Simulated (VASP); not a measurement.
A run of VASP 6.6.1 is set up as follows.

Contents of INCAR:

```
PREC     = Accurate       # precision mode
ENCUT    = 520            # plane-wave cutoff, eV
EDIFF    = 1E-6           # SCF threshold, eV
ISMEAR   = -1             # smearing method
SIGMA    = 0.1            # smearing width, eV
LREAL    = F              # projectors in reciprocal space
LASPH    = T              # aspherical terms in the spheres
NELM     = 60             # most SCF steps
ALGO     = Normal         # electronic algorithm
ISIF     = 2              # what is computed and relaxed
LWAVE    = F              # write WAVECAR
LCHARG   = F              # write CHGCAR
GGA      = PE             # functional
NBANDS   = 13             # bands
```

Contents of KPOINTS:

```
Automatic mesh
0
Gamma
  19 19 19
```

POSCAR

```
Mo
1.0
   -1.5804199649      1.5804199649      1.5804199649
    1.5804199649     -1.5804199649      1.5804199649
    1.5804199649      1.5804199649     -1.5804199649
Mo
1
Direct
    0.0000000000      0.0000000000      0.0000000000
```

Potentials or basis: VASP PAW PBE potentials, release 64 (Mo_sv).

Command:

```bash
$ cat potpaw_PBE.64/Mo_sv/POTCAR > POTCAR
$ mpirun -np 1 vasp_std > vasp.out
```

Predict the band gap on the k mesh.

zero (bands 7 and 8 overlap by 5.08 eV).

What does it give for the pressure?

0.5 GPa.
